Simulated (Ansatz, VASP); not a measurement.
**SiC in VASP and in Ansatz**

Contents of INCAR:

```
  PREC = Accurate
  ENCUT = 520
  EDIFF = 1E-7
  ISMEAR = -1
  SIGMA = 0.02
  LREAL = F
  LASPH = T
  NELM = 100
  ALGO = Normal
  ISIF = 2
  LWAVE = F
  LCHARG = T
  GGA = PE
  LELF = T
  LVHAR = T
  NBANDS = 16
```

KPOINTS

```
regular mesh
0
Gamma
  12 12 6
```

Contents of POSCAR:

```
SiC
1.0
    3.0138491144      0.0000000000      0.0000000000
   -1.5069245572      2.6100698963      0.0000000000
    0.0000000000      0.0000000000      5.0666883860
Si C
2 2
Direct
    0.3333333333      0.6666666667      0.0008831814
    0.6666666667      0.3333333333      0.5008831814
    0.3333333333      0.6666666667      0.3741168186
    0.6666666667      0.3333333333      0.8741168186
```

Input for Ansatz:

```yaml
crystal:
  lattice:
    - [3.0138491144, 0.0, 0.0]
    - [-1.5069245572, 2.6100698963, 0.0]
    - [0.0, 0.0, 5.066688386]
  atoms:
    - { symbol: Si, position: [0.3333333333, 0.6666666667, 0.0008831814] }
    - { symbol: Si, position: [0.6666666667, 0.3333333333, 0.5008831814] }
    - { symbol: C, position: [0.3333333333, 0.6666666667, 0.3741168186] }
    - { symbol: C, position: [0.6666666667, 0.3333333333, 0.8741168186] }
kpoints:
  mp_grid: { grid: [12, 12, 6] }
  band_path:
    path:
      - [0.0, 0.0, 0.0]
      - [0.5, 0.0, 0.0]
      - [0.3333333333, 0.3333333333, 0.0]
      - [0.0, 0.0, 0.5]
      - [0.5, 0.0, 0.5]
      - [0.3333333333, 0.3333333333, 0.5]
    npoints: 1
hamiltonian:
  xc: pbe
scf:
  occupations: { method: fermi_dirac, width: 0.02 }
  n_extra_bands: 5
output:
  forces: true
  stress: true
  eigenvalues: true
```

Change from the starting cell: epitaxial_xy strain -2.0%.

Alike in both runs: task single point; functional PBE; k mesh 12 × 12 × 6; occupations fermi-dirac, width 0.02 eV; no spin polarisation.

```csv
,VASP,Ansatz
version,VASP 6.6.1,Ansatz 0.2.0
potentials or method,"VASP PAW PBE potentials, release 64 (Si, C)","plane waves, PAW"
plane-wave cutoff (eV),520,420
valence electrons in the cell,16,16
```

|  | VASP | Ansatz | Ansatz less VASP |
| --- | --- | --- | --- |
| gap on the k mesh at the Fermi level (eV) | 2.01 | 2.02 | +0.005 |
| pressure (GPa) | 12.5 | 12.6 | +0.07 |
| traceless stress, the component that is largest in VASP (GPa) | -8.86 | -8.83 | +0.035 |
| rms of the force components (eV/Å) | 0.019 | 0.020 | +0.0003 |

Atom by atom the forces differ by 0.000 eV/Å (rms over components).
